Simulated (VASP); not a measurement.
# AlNi3 (Fm-3m) in VASP: notebook

The runs below take AlNi3 through single point, with PBE.

All numbers are computed with VASP 6.6.1; they aren't measurements. Logs are shortened: lines on timing, memory, paths and dates and some standing lists are left out, and cuts for length are marked.

### 1 The cell of the first run

Symmetry: Fm-3m, No. 225, cubic system. Conventional cell: a = 5.604 Å, b = 5.604 Å, c = 5.604 Å, α = 90.00°, β = 90.00°, γ = 90.00°. Al (site symmetry m-3m) has 14 Ni at 2.43 to 2.80 Å within 3.2 Å. Ni (site symmetry -43m) has 4 Al at 2.43 Å and 10 Ni at 2.43 to 2.80 Å within 3.2 Å. Ni (site symmetry m-3m) has 8 Ni at 2.43 Å and 6 Al at 2.80 Å within 3.2 Å.

### 2 Single point, PBE

File INCAR:

```
SYSTEM = AlNi3
ALGO = Fast ; EDIFF = 1E-6
ENCUT = 520 ; GGA = PE
ISIF = 2 ; ISMEAR = 0
LASPH = .True. ; LCHARG = .False.
LREAL = .False. ; LWAVE = .False.
NBANDS = 24 ; NELM = 60
PREC = Accurate ; SIGMA = 0.1
```

File KPOINTS:

```
k-points
0
Gamma
  6 6 6
  0 0 0
```

File POSCAR:

```
AlNi3
1.0
    0.0000000000      2.8018887551      2.8018887551
    2.8018887551      0.0000000000      2.8018887551
    2.8018887551      2.8018887551      0.0000000000
Al Ni
1 3
Direct
    0.5000000000      0.5000000000      0.5000000000
    0.2500000000      0.2500000000      0.2500000000
    0.0000000000      0.0000000000      0.0000000000
    0.7500000000      0.7500000000      0.7500000000
```

Potentials or basis: VASP PAW PBE potentials, release 64 (Al, Ni).

Run with:

```bash
cat potpaw_PBE.64/Al/POTCAR potpaw_PBE.64/Ni/POTCAR > POTCAR
mpirun -np 1 vasp_std > vasp.out
```

OUTCAR:

```text
SYSTEM = AlNi3
   EDIFF = 1E-6
   ENCUT = 520
   GGA = PE
   ISIF = 2
   ISMEAR = 0
   LASPH = .True.
   LREAL = .False.
   NELM = 60
   PREC = Accurate

 ion  position               nearest neighbor table
   1  0.500  0.500  0.500-   2 2.43   4 2.43   2 2.43   2 2.43   4 2.43   2 2.43   4 2.43   4 2.43
                             3 2.80   3 2.80   3 2.80   3 2.80   3 2.80   3 2.80
   2  0.250  0.250  0.250-   3 2.43   1 2.43   3 2.43   1 2.43   3 2.43   3 2.43   1 2.43   1 2.43
                             4 2.80   4 2.80   4 2.80   4 2.80   4 2.80   4 2.80
   3  0.000  0.000  0.000-   4 2.43   2 2.43   4 2.43   2 2.43   4 2.43   4 2.43   2 2.43   2 2.43
                             1 2.80   1 2.80   1 2.80   1 2.80   1 2.80   1 2.80
   4  0.750  0.750  0.750-   1 2.43   3 2.43   1 2.43   1 2.43   3 2.43   1 2.43   3 2.43   3 2.43
                             2 2.80   2 2.80   2 2.80   2 2.80   2 2.80   2 2.80

  LATTYP: Found a face centered cubic cell.
 ALAT       =     5.6037775102

  Lattice vectors:

 A1 = (   0.0000000000,   2.8018887551,   2.8018887551)
 A2 = (   2.8018887551,   0.0000000000,   2.8018887551)
 A3 = (   2.8018887551,   2.8018887551,   0.0000000000)

Analysis of symmetry for initial positions (statically):
=====================================================================
 Subroutine PRICEL returns:
 Original cell was already a primitive cell.

 Routine SETGRP: Setting up the symmetry group for a
 face centered cubic supercell.

 Subroutine GETGRP returns: Found 48 space group operations
 (whereof 48 operations were pure point group operations)
 out of a pool of 48 trial point group operations.

The static configuration has the point symmetry O_h .

Analysis of symmetry for dynamics (positions and initial velocities):
=====================================================================
 Subroutine PRICEL returns:
 Original cell was already a primitive cell.

 Routine SETGRP: Setting up the symmetry group for a
 face centered cubic supercell.

 Subroutine GETGRP returns: Found 48 space group operations
 (whereof 48 operations were pure point group operations)
 out of a pool of 48 trial point group operations.

The dynamic configuration has the point symmetry O_h .

 Subroutine INISYM returns: Found 48 space group operations
 (whereof 48 operations are pure point group operations),
 and found     1 'primitive' translations

----------------------------------------------------------------------------------------

                                     Primitive cell

  volume of cell :      43.9929

  direct lattice vectors                    reciprocal lattice vectors
     0.000000000  2.801888755  2.801888755    -0.178451053  0.178451053  0.178451053
     2.801888755  0.000000000  2.801888755     0.178451053 -0.178451053  0.178451053
     2.801888755  2.801888755  0.000000000     0.178451053  0.178451053 -0.178451053

  length of vectors
     3.962469078  3.962469078  3.962469078     0.309086291  0.309086291  0.309086291

  position of ions in fractional coordinates (direct lattice)
     0.500000000  0.500000000  0.500000000
     0.250000000  0.250000000  0.250000000
     0.000000000  0.000000000  0.000000000
     0.750000000  0.750000000  0.750000000

  ion indices of the primitive-cell ions
   primitive index   ion index
                 1           1
                 2           2
                 3           3
                 4           4

----------------------------------------------------------------------------------------

 KPOINTS: k-points

Automatic generation of k-mesh.
 Grid dimensions read from file:
 generate k-points for:    6    6    6

 Generating k-lattice:

  Cartesian coordinates                     Fractional coordinates (reciprocal lattice)
    -0.029741842  0.029741842  0.029741842     0.166666667  0.000000000  0.000000000
     0.029741842 -0.029741842  0.029741842     0.000000000  0.166666667  0.000000000
     0.029741842  0.029741842 -0.029741842     0.000000000  0.000000000  0.166666667

  Length of vectors
     0.051514382  0.051514382  0.051514382

  Shift w.r.t. Gamma in fractional coordinates (k-lattice)
     0.000000000  0.000000000  0.000000000

 Subroutine IBZKPT returns following result:
 ===========================================

 Found     16 irreducible k-points:

 Following reciprocal coordinates:
            Coordinates               Weight
  0.000000  0.000000  0.000000      1.000000
  0.166667  0.000000  0.000000      8.000000
  0.333333  0.000000  0.000000      8.000000
  0.500000  0.000000  0.000000      4.000000
  0.166667  0.166667  0.000000      6.000000
  0.333333  0.166667  0.000000     24.000000
[... 8 lines left out ...]
 -0.333333  0.333333  0.166667     24.000000
 -0.333333  0.500000  0.166667     12.000000
   k-points           NKPTS =     16   k-points in BZ     NKDIM =     16   number of bands    NBANDS=     24
   number of dos      NEDOS =    301   number of ions     NIONS =      4
   total plane-waves  NPLWV =  27000
   dimension x,y,z NGX =    30 NGY =   30 NGZ =   30
   dimension x,y,z NGXF=    60 NGYF=   60 NGZF=   60
   ions per type =               1   3
   NGX,Y,Z   is equivalent  to a cutoff of  12.59, 12.59, 12.59 a.u.
   NGXF,Y,Z  is equivalent  to a cutoff of  25.17, 25.17, 25.17 a.u.
 SYSTEM =  AlNi3
   PREC   = accura    normal or accurate (medium, high low for compatibility)
   ISTART =      0    job   : 0-new  1-cont  2-samecut
   ICHARG =      2    charge: 1-file 2-atom 10-const
   ISPIN  =      1    spin polarized calculation?
   LNONCOLLINEAR =      F non collinear calculations
   LSORBIT =      F    spin-orbit coupling
   LASPH  =      T    aspherical Exc in radial PAW
   ENCUT  =  520.0 eV  38.22 Ry    6.18 a.u.   7.37  7.37  7.37*2*pi/ulx,y,z
   NELM   =     60;   NELMIN=  2; NELMDL= -5     # of ELM steps
   EDIFF  = 0.1E-05   stopping-criterion for ELM
   LREAL  =      F    real-space projection
   EDIFFG = 0.1E-04   stopping-criterion for IOM
   NSW    =      0    number of steps for IOM
   IBRION =     -1    ionic relax: 0-MD 1-quasi-New 2-CG
   NFREE  =      0    steps in history (QN), initial steepest desc. (CG)
   ISIF   =      2    stress and relaxation
   ISYM   =      2    0-nonsym 1-usesym 2-fastsym
   POTIM  = 0.5000    time-step for ionic-motion
   TEBEG  =    0.0;   TEEND  =   0.0 temperature during run
   PSTRESS=    0.0 pullay stress
   NELECT =      33.0000    total number of electrons
   NUPDOWN=      -1.0000    fix difference up-down
   EMIN   =  10.00;   EMAX   =-10.00  energy-range for DOS
   EFERMI =   0.00;   METHOD = LEGACY
   ISMEAR =     0;   SIGMA  =   0.10  broadening in eV -4-tet -1-fermi 0-gaus
   EFERMI_NEDOS =   21; number of points for ismear=-14 and -15
   IALGO  =     68    algorithm
   IMIX   =      4    mixing-type and parameters
     AMIX     =   0.40;   BMIX     =  1.00
     AMIX_MAG =   1.60;   BMIX_MAG =  1.00
  volume/ion in A,a.u.               =      11.00        74.22
  Fermi-wavevector in a.u.,A,eV,Ry     =   1.487483  2.810935 30.104316  2.212605
  Thomas-Fermi vector in A             =   2.600638
   LORBIT       =      0    0 simple, 1 ext, 2 COOP (PROOUT), +10 PAW based schemes
   GGA     = PE    functional components
   LHFCALC =     F    Hartree Fock is set to
   AEXX    =    0.0000 exact exchange contribution
   IVDW    =     0    specifies the selected vdW correction
   LEPSILON=     F    determine dielectric tensor
   LRPA    =     F    only Hartree local field effects (RPA)
 non-spin polarized calculation
 RMM-DIIS sequential band-by-band and
 Gauss-broadening in eV      SIGMA  =   0.10
  energy-cutoff  :      520.00
  volume of cell :       43.99
 maximum number of plane-waves:      1243
 NGX is ok and might be reduce to    30
   NGX = 15   NGY = 15   NGZ = 15

 number of electron      33.0000016 magnetization

 Free energy of the ion-electron system (eV)
  ---------------------------------------------------
  ext. energy  EPLUGINS =         0.00000000
  ---------------------------------------------------
  free energy    TOTEN  =       -21.67786860 eV

  energy without entropy =      -21.66065016  energy(sigma->0) =      -21.66925938

 E-fermi :   9.9067     XC(G=0): -12.8136

 val. band max:        9.8695667531   @ k =  -0.3333   0.5000   0.1667
 cond. band min:       9.9230008991   @ k =   0.5000   0.5000   0.0000
 fundamental gap:      0.0534341460
 Fermi energy:         9.9066986456

 k-point     1 :       0.0000    0.0000    0.0000
  band No.  band energies     occupation
      1      -0.2338      2.00000
      2       6.3611      2.00000
      3       6.3611      2.00000
      4       6.4830      2.00000
      5       6.4830      2.00000
      6       6.4830      2.00000
[... 16 lines left out ...]
     23      17.1474      0.00000
     24      18.7066      0.00000

 k-point     2 :       0.1667    0.0000    0.0000
  band No.  band energies     occupation
      1       0.1770      2.00000
      2       6.2520      2.00000
      3       6.2883      2.00000
      4       6.2883      2.00000
      5       6.7675      2.00000
      6       6.7675      2.00000
[... 16 lines left out ...]
     23      18.0533      0.00000
     24      18.3572      0.00000

 k-point     3 :       0.3333    0.0000    0.0000
  band No.  band energies     occupation
      1       1.3598      2.00000
      2       5.1843      2.00000
      3       6.3636      2.00000
      4       6.3636      2.00000
      5       7.1476      2.00000
      6       7.1476      2.00000
[... 16 lines left out ...]
     23      18.1326      0.00000
     24      20.1137      0.00000
[... 298 lines left out ...]
 k-point    15 :      -0.3333    0.3333    0.1667
  band No.  band energies     occupation
      1       3.5287      2.00000
      2       4.3847      2.00000
      3       5.5183      2.00000
      4       6.3082      2.00000
      5       6.9143      2.00000
      6       7.3769      2.00000
[... 16 lines left out ...]
     23      19.1459      0.00000
     24      20.8719      0.00000

 k-point    16 :      -0.3333    0.5000    0.1667
  band No.  band energies     occupation
      1       3.8667      2.00000
      2       4.5814      2.00000
      3       5.5273      2.00000
      4       5.7565      2.00000
      5       7.3323      2.00000
      6       7.3403      2.00000
[... 16 lines left out ...]
     23      19.5567      0.00000
     24      22.9114      0.00000

------------------------ aborting loop because EDIFF is reached ----------------------------------------

  FORCE on cell =-STRESS in cart. coord.  units (eV):
  Direction    XX          YY          ZZ          XY          YZ          ZX
  --------------------------------------------------------------------------------------
  -------------------------------------------------------------------------------------
  Total        1.9278520      1.9278520      1.9278520     -0.0000000      0.0000000     -0.0000000
  in kB       70.2104271     70.2104271     70.2104271     -0.0000000      0.0000000     -0.0000000
  external PRESSURE =      70.2104271 kB  Pullay stress =       0.0000000 kB

 VOLUME and BASIS-vectors are now :
 -----------------------------------------------------------------------------
  energy-cutoff  :      520.00
  volume of cell :       43.99
      direct lattice vectors                 reciprocal lattice vectors
     0.000000000  2.801888755  2.801888755    -0.178451053  0.178451053  0.178451053
     2.801888755  0.000000000  2.801888755     0.178451053 -0.178451053  0.178451053
     2.801888755  2.801888755  0.000000000     0.178451053  0.178451053 -0.178451053

 POSITION                                       TOTAL-FORCE (eV/Angst)
 -----------------------------------------------------------------------------------
      2.80189      2.80189      2.80189         0.000000      0.000000      0.000000
      1.40094      1.40094      1.40094         0.000000      0.000000      0.000000
      0.00000      0.00000      0.00000         0.000000      0.000000      0.000000
      4.20283      4.20283      4.20283        -0.000000     -0.000000     -0.000000
 -----------------------------------------------------------------------------------
    total drift:                                0.000000     -0.000000      0.000000

  FREE ENERGIE OF THE ION-ELECTRON SYSTEM (eV)
  ---------------------------------------------------
  free  energy   TOTEN  =       -21.6778686028 eV

  energy  without entropy=      -21.6606501613  energy(sigma->0) =      -21.66925938
```

Wall time 39 s (1 thread of Intel Xeon 8259CL, shared host); peak memory 0.17 GiB.

What came out:

* Free energy: -21.6779 eV
* Pressure: 7.0 GPa
* Band gap on the k mesh: zero (an odd number of electrons rules out a gap without spin polarisation)

Levels at points of the mesh, in eV from the Fermi level:
```csv
k point,band 12,band 13,band 14,band 15,band 16,band 17,band 18,band 19,band 20,band 21
"(0.00, 0.00, 0.00)",-0.85,-0.51,-0.51,-0.47,-0.47,5.52,5.52,5.52,5.96,5.96
"(0.50, 0.00, 0.00)",-1.67,-0.59,-0.59,-0.42,-0.42,-0.09,4.40,4.40,4.84,4.84
"(0.50, 0.50, 0.00)",-1.13,-1.00,-0.69,-0.54,-0.32,-0.30,-0.30,0.02,4.34,4.73
```

Caveat: the cell stands under pressure.

### 3 Single point, PBE

File INCAR:

```
PREC     = Accurate       # precision mode
ENCUT    = 520            # plane-wave cutoff, eV
EDIFF    = 1E-7           # SCF threshold, eV
ISMEAR   = 0              # smearing method
SIGMA    = 0.1            # smearing width, eV
LREAL    = False          # projectors in reciprocal space
LASPH    = True           # aspherical terms in the spheres
NELM     = 80             # most SCF steps
ALGO     = Normal         # electronic algorithm
ISIF     = 2              # what is computed and relaxed
LWAVE    = False          # write WAVECAR
LCHARG   = False          # write CHGCAR
GGA      = PE             # functional
NBANDS   = 24             # bands
```

File KPOINTS:

```
regular mesh
0
Gamma
  8 8 8
```

POSCAR is that of step 2.

Potentials or basis: VASP PAW PBE potentials, release 64 (Al, Ni).

Run with:

```bash
cat potpaw_PBE.64/Al/POTCAR potpaw_PBE.64/Ni/POTCAR > POTCAR
mpirun -np 1 vasp_std > vasp.out
```

OUTCAR:

```text
PREC = Accurate
   ENCUT = 520
   EDIFF = 1E-7
   ISMEAR = 0
   LREAL = False
   LASPH = True
   NELM = 80
   ISIF = 2
   GGA = PE

 ion  position               nearest neighbor table
   1  0.500  0.500  0.500-   2 2.43   4 2.43   2 2.43   2 2.43   4 2.43   2 2.43   4 2.43   4 2.43
                             3 2.80   3 2.80   3 2.80   3 2.80   3 2.80   3 2.80
   2  0.250  0.250  0.250-   3 2.43   1 2.43   3 2.43   1 2.43   3 2.43   3 2.43   1 2.43   1 2.43
                             4 2.80   4 2.80   4 2.80   4 2.80   4 2.80   4 2.80
   3  0.000  0.000  0.000-   4 2.43   2 2.43   4 2.43   2 2.43   4 2.43   4 2.43   2 2.43   2 2.43
                             1 2.80   1 2.80   1 2.80   1 2.80   1 2.80   1 2.80
[... 853 lines left out ...]
  -------------------------------------------------------------------------------------
  Total        1.9263091      1.9263091      1.9263091     -0.0000000     -0.0000000      0.0000000
  in kB       70.1542343     70.1542343     70.1542343     -0.0000000     -0.0000000      0.0000000
  external PRESSURE =      70.1542343 kB  Pullay stress =       0.0000000 kB

 VOLUME and BASIS-vectors are now :
 -----------------------------------------------------------------------------
  energy-cutoff  :      520.00
  volume of cell :       43.99
      direct lattice vectors                 reciprocal lattice vectors
     0.000000000  2.801888755  2.801888755    -0.178451053  0.178451053  0.178451053
     2.801888755  0.000000000  2.801888755     0.178451053 -0.178451053  0.178451053
     2.801888755  2.801888755  0.000000000     0.178451053  0.178451053 -0.178451053

 POSITION                                       TOTAL-FORCE (eV/Angst)
 -----------------------------------------------------------------------------------
      2.80189      2.80189      2.80189        -0.000000      0.000000     -0.000000
      1.40094      1.40094      1.40094         0.000000      0.000000     -0.000000
      0.00000      0.00000      0.00000        -0.000000      0.000000     -0.000000
      4.20283      4.20283      4.20283        -0.000000     -0.000000      0.000000
 -----------------------------------------------------------------------------------
    total drift:                                0.000000     -0.000000      0.000000

  FREE ENERGIE OF THE ION-ELECTRON SYSTEM (eV)
  ---------------------------------------------------
  free  energy   TOTEN  =       -21.6684920106 eV

  energy  without entropy=      -21.6577776395  energy(sigma->0) =      -21.66313483
```

Wall time 57 s (1 thread of Intel Xeon 8259CL, shared host); peak memory 0.18 GiB.

What came out:

* Free energy: -21.6685 eV
* Pressure: 7.0 GPa
* Band gap on the k mesh: zero (an odd number of electrons rules out a gap without spin polarisation)

Levels at points of the mesh, in eV from the Fermi level:
| k point | band 13 | band 14 | band 15 | band 16 | band 17 | band 18 | band 19 | band 20 |
| --- | --- | --- | --- | --- | --- | --- | --- | --- |
| (0.00, 0.00, 0.00) | -0.54 | -0.54 | -0.51 | -0.51 | 5.48 | 5.48 | 5.48 | 5.92 |
| (0.50, 0.00, 0.00) | -0.63 | -0.63 | -0.46 | -0.46 | -0.13 | 4.36 | 4.36 | 4.80 |
| (0.50, 0.50, 0.00) | -1.04 | -0.73 | -0.58 | -0.36 | -0.33 | -0.33 | -0.02 | 4.30 |

Caveat: the cell stands under pressure.

### 4 Single point, PBE

File INCAR:

```
PREC = Accurate
ENCUT = 520
EDIFF = 1E-6
ISMEAR = 0
SIGMA = 0.1
LREAL = False
LASPH = True
NELM = 100
ALGO = Normal
ISIF = 2
LWAVE = False
LCHARG = True
GGA = PE
LELF = True
LVHAR = True
NBANDS = 24
```

File KPOINTS:

```
regular mesh
0
Gamma
  10 10 10
```

POSCAR is that of step 3.

Run with:

```bash
cat potpaw_PBE.64/Al/POTCAR potpaw_PBE.64/Ni/POTCAR > POTCAR
mpirun -np 1 vasp_std > vasp.out
```

It took 76 s on 1 thread of Intel Xeon 8259CL, shared host; peak memory 0.19 GiB.

It converged, with:

```
Free energy            : -21.6632 eV
Pressure               : 7.0 GPa
Band gap on the k mesh : zero (an odd number of electrons rules out a gap without spin polarisation)
```

Levels at points of the mesh, in eV from the Fermi level:
| k point | band 13 | band 14 | band 15 | band 16 | band 17 | band 18 | band 19 | band 20 |
| --- | --- | --- | --- | --- | --- | --- | --- | --- |
| (0.00, 0.00, 0.00) | -0.56 | -0.56 | -0.53 | -0.53 | 5.46 | 5.46 | 5.46 | 5.90 |
| (0.50, 0.00, 0.00) | -0.65 | -0.65 | -0.48 | -0.48 | -0.15 | 4.34 | 4.34 | 4.79 |
| (0.50, 0.50, 0.00) | -1.06 | -0.75 | -0.59 | -0.38 | -0.35 | -0.35 | -0.04 | 4.28 |

Caveat: the cell stands under pressure. Spin polarisation is off, so any magnetic state and its effect on volume and gap are missing.

### 5 Overview

```csv
k mesh,gap on the mesh (eV),pressure (GPa)
6 × 6 × 6,none,7.0
8 × 8 × 8,none,7.0
10 × 10 × 10,none,7.0
```

Alike in all rows: task single point; level PBE; potentials or basis VASP PAW PBE potentials, release 64 (Al, Ni); no spin polarisation; cell as given; cutoff (eV) 520; smearing gaussian 0.1 eV.

Caveats: the cell stands under pressure.

Total energies depend on the potentials used, so only differences within one code and one set of settings carry meaning.
